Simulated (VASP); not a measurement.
# GaAs: single point with PBEsol

**The experiment to reproduce.**

From “Evidence of valence band perturbations in GaAsN/GaAs(001): A combined variable-angle spectroscopic ellipsometry and modulated photoreflectance investigation”, 2008, arxiv:0805.2212, for a bulk crystal of GaAs at 300 K: band gap 1.412 ± 0.01 eV (direct).

GaAs:

```xyz
2
Lattice="0.0000 2.8502 2.8502 2.8502 0.0000 2.8502 2.8502 2.8502 0.0000" Properties=species:S:1:pos:R:3 pbc="T T T"
Ga    0.0000    0.0000    0.0000
As    1.4251    1.4251    1.4251
```

```
Program             : VASP 6.6.1
Task                : single point
Functional          : PBEsol
Potentials or basis : VASP PAW PBE potentials, release 64 (Ga_d, As)
Cutoff              : 520 eV
k mesh              : 6 × 6 × 6
Occupations         : gaussian, width 0.01 eV
Spin                : no spin polarisation
```

```yaml
Pressure: -1.3 GPa
Band_gap_on_the_k_mesh: 0.27 eV, direct
```

Levels at points of the mesh, in eV from the valence-band top:
| k point | band 5 | band 6 | band 7 | band 8 | band 9 | band 10 | band 11 | band 12 | band 13 | band 14 |
| --- | --- | --- | --- | --- | --- | --- | --- | --- | --- | --- |
| (0.00, 0.00, 0.00) | -14.67 | -12.58 | 0.00 | 0.00 | 0.00 | 0.27 | 3.68 | 3.68 | 3.68 | 7.31 |
| (0.50, 0.00, 0.00) | -14.67 | -10.87 | -6.55 | -1.11 | -1.11 | 0.86 | 4.57 | 4.57 | 7.55 | 10.09 |
| (0.50, 0.50, 0.00) | -14.66 | -10.16 | -6.74 | -2.61 | -2.61 | 1.39 | 1.58 | 9.93 | 9.93 | 10.65 |

It took 14 s on 1 thread of Intel(R) Xeon(R) Platinum 8259CL CPU @ 2.50GHz (Skylake/Cascade Lake), on a shared host, peak memory 0.17 GiB.

Against the measured gap of GaAs, 1.412 eV (direct; 300 K; “Evidence of valence band perturbations in GaAsN/GaAs(001): A combined variable-angle spectroscopic ellipsometry and modulated photoreflectance investigation”, 2008, arxiv:0805.2212), the calculated 0.27 eV is off by -1.14 eV. So large a miss can be the level of theory's own, or it may mean another phase, state or a wrong row. 3 values of this kind are on record (1.412 to 1.51 eV); this one was drawn at random among those near their median, those with a stated uncertainty first. Spin-orbit coupling on As, Ga is left out. The value is that of PBEsol, without temperature or zero-point motion. Semilocal functionals fall short of measured gaps as a rule.

Caveat: the PAW data sets were made with another functional, which shifts forces and pressure a little.
